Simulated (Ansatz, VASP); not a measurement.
**One calculation of BAs, two programs**

Contents of INCAR:

```
SYSTEM = BAs
PREC = Accurate
ENCUT = 520
EDIFF = 1E-6
ISMEAR = 0
SIGMA = 0.05
LREAL = .FALSE.
LASPH = .TRUE.
NELM = 100
ALGO = Normal
ISIF = 2
LWAVE = .FALSE.
LCHARG = .TRUE.
GGA = PE
LELF = .TRUE.
LVHAR = .TRUE.
NBANDS = 11
```

The input KPOINTS:

```
Automatic mesh
0
G
  10 10 10
  0 0 0
```

Contents of POSCAR:

```
BAs
1.0
    0.0000000000      2.3885000000      2.3885000000
    2.4720975000      0.0000000000      2.3885000000
    2.4720975000      2.3885000000      0.0000000000
B As
1 1
Direct
    0.0000000000      0.0000000000      0.0000000000
    0.7500000000      0.7500000000      0.7500000000
```

Input for Ansatz:

```yaml
crystal:
  lattice:
    - [0.0, 2.3885, 2.3885]
    - [2.4720975, 0.0, 2.3885]
    - [2.4720975, 2.3885, 0.0]
  atoms:
    - { symbol: B, position: [0.0, 0.0, 0.0] }
    - { symbol: As, position: [0.75, 0.75, 0.75] }
basis:
  ecutwfc: 420
kpoints:
  mp_grid: { grid: [10, 10, 10] }
hamiltonian:
  xc: pbe
scf:
  occupations: { method: gaussian, width: 0.05 }
output:
  forces: true
  stress: true
  eigenvalues: true
  write_density: true
  write_potential: true
  elf: true
  volumetric_format: npy
```

Change from the starting cell: strain +0.0350 x Voigt [1, 0, 0, 0, 0, 0], atoms carried along.

Alike in both runs: task single point; functional PBE; k mesh 10 × 10 × 10; occupations gaussian, width 0.05 eV; no spin polarisation.

|  | VASP | Ansatz |
| --- | --- | --- |
| version | VASP 6.6.1 | Ansatz 0.2.0 |
| potentials or method | VASP PAW PBE potentials, release 64 (B, As), cutoff 520 eV | scalar-relativistic, plane waves, PAW |
| valence electrons in the cell | 8 | 18 |

```tsv
	VASP	Ansatz	Ansatz less VASP
gap on the k mesh at the Fermi level (eV)	0.96	0.96	+0.008
least direct gap on the mesh (eV)	3.05	3.06	+0.004
pressure (GPa)	-1.3	-1.8	-0.55
traceless stress, the component that is largest in VASP (GPa)	-4.81	-4.83	-0.019
```

VASP's potentials hold 8 valence electrons a cell and Ansatz's 18, so a difference there can come from the potentials and not from the codes.
